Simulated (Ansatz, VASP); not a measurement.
# AlN in VASP and in Ansatz

File INCAR:

```
SYSTEM = AlN
ALGO = Normal
EDIFF = 1E-8
ENCUT = 520
GGA = PE
ISIF = 2
ISMEAR = -1
LASPH = .TRUE.
LCHARG = .FALSE.
LEFG = .TRUE.
LREAL = .FALSE.
LWAVE = .FALSE.
NBANDS = 16
NELM = 80
PREC = Accurate
SIGMA = 0.02
```

Contents of KPOINTS:

```
k-points
0
G
  11 11 6
  0 0 0
```

Contents of POSCAR:

```
AlN
1.0
    3.0901223134      0.0000000000      0.0000000000
   -1.5450611567      2.6761244242      0.0000000000
    0.0000000000      0.0000000000      4.9445895974
Al N
2 2
Direct
    0.3333333333      0.6666666667      0.0000000000
    0.6666666667      0.3333333333      0.5000000000
    0.3333333333      0.6666666667      0.3850000000
    0.6666666667      0.3333333333      0.8850000000
```

Input for Ansatz:

```yaml
crystal:
  lattice:
    - [3.0901223134, 0.0, 0.0]
    - [-1.5450611567, 2.6761244242, 0.0]
    - [0.0, 0.0, 4.9445895974]
  atoms:
    - { symbol: Al, position: [0.3333333333, 0.6666666667, 0.0] }
    - { symbol: Al, position: [0.6666666667, 0.3333333333, 0.5] }
    - { symbol: "N", position: [0.3333333333, 0.6666666667, 0.385] }
    - { symbol: "N", position: [0.6666666667, 0.3333333333, 0.885] }
kpoints:
  mp_grid: { grid: [11, 11, 6] }
scf:
  occupations: { method: fermi_dirac, width: 0.02 }
hamiltonian:
  xc: pbe
  pseudopotentials: { kind: all_electron, datasets: crystal }
output:
  forces: true
  stress: true
  eigenvalues: true
  efg: { contact_densities: true }
```

Change from the starting cell: volume scaled by 0.98, crystal datasets.

Alike in both runs: task electric field gradients; functional PBE; k mesh 11 × 11 × 6; occupations fermi-dirac, width 0.02 eV; no spin polarisation.

|  | VASP | Ansatz |
| --- | --- | --- |
| version | VASP 6.6.1 | Ansatz 0.2.0 |
| potentials or method | VASP PAW PBE potentials, release 64 (Al, N), cutoff 520 eV | all-electron PAW with datasets made for the crystal, scalar-relativistic |

Ansatz gave:

| Item | Value |
| --- | --- |
| gap on the k mesh at the Fermi level (eV) | 4.34 |
| pressure (GPa) | 8.3 |
| traceless stress, the component that is largest in VASP (GPa) | -1.59 |
| rms of the force components (eV/Å) | 0.105 |
| size of Vzz on the site where it differs most (V/Å²) | 0.6 |

Q: Estimate VASP's values.

A: gap on the k mesh at the Fermi level (eV): 4.34; pressure (GPa): 8.2; traceless stress, the component that is largest in VASP (GPa): -1.56; rms of the force components (eV/Å): 0.105; size of Vzz on the site where it differs most (V/Å²): 0.8.

Atom by atom the forces differ by 0.000 eV/Å (rms over components). Ansatz ran all-electron here, and VASP with PAW potentials.
